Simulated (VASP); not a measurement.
Hf5C3:

```
Hf C
1.0
    -3.20816    3.20816    3.20816
     3.20816   -3.20816    3.20816
     3.20816    3.20816   -3.20816
Hf C
5 3
Direct
  0.00000 0.00000 0.00000
  0.00000 0.00000 0.50000
  0.00000 0.50000 0.00000
  0.50000 0.00000 0.00000
  0.50000 0.50000 0.50000
  0.00000 0.50000 0.50000
  0.50000 0.50000 0.00000
  0.50000 0.00000 0.50000
```

The cell was built from a structure type or drawn by symmetry, and may not be a known phase.

- Program: VASP 6.6.1
- Task: relaxation of cell and atoms
- Functional: PBE
- Potentials or basis: VASP PAW PBE potentials, release 64 (Hf_pv, C)
- Cutoff: 600 eV
- k mesh: 4 × 4 × 4
- Occupations: gaussian, width 0.2 eV
- Spin: no spin polarisation

At the start: pressure -14.8 GPa; volume 16.51 Å³/atom.

Problem. Where does the relaxation end?

Solution. Over 3 steps the energy falls by 104.8 meV/atom and the volume is 14.52 Å³/atom (-12.1 %); space group Im-3m (No. 229, to 0.1 Å) before and after.

The path:
```
step  energy change (eV)  largest force (eV/Å)  pressure (GPa)  volume (Å³)
   1              0.0000                0.0000          -14.80       132.08
   2             -0.2637                0.0000           18.28       105.02
   3             -0.8381                0.0000           -0.22       116.13
```

Final structure:
```
Hf C
1.0
    -3.07351    3.07351    3.07351
     3.07351   -3.07351    3.07351
     3.07351    3.07351   -3.07351
Hf C
5 3
Direct
  0.00000 0.00000 0.00000
  0.00000 0.00000 0.50000
  0.00000 0.50000 0.00000
  0.50000 0.00000 0.00000
  0.50000 0.50000 0.50000
  0.00000 0.50000 0.50000
  0.50000 0.50000 0.00000
  0.50000 0.00000 0.50000
```
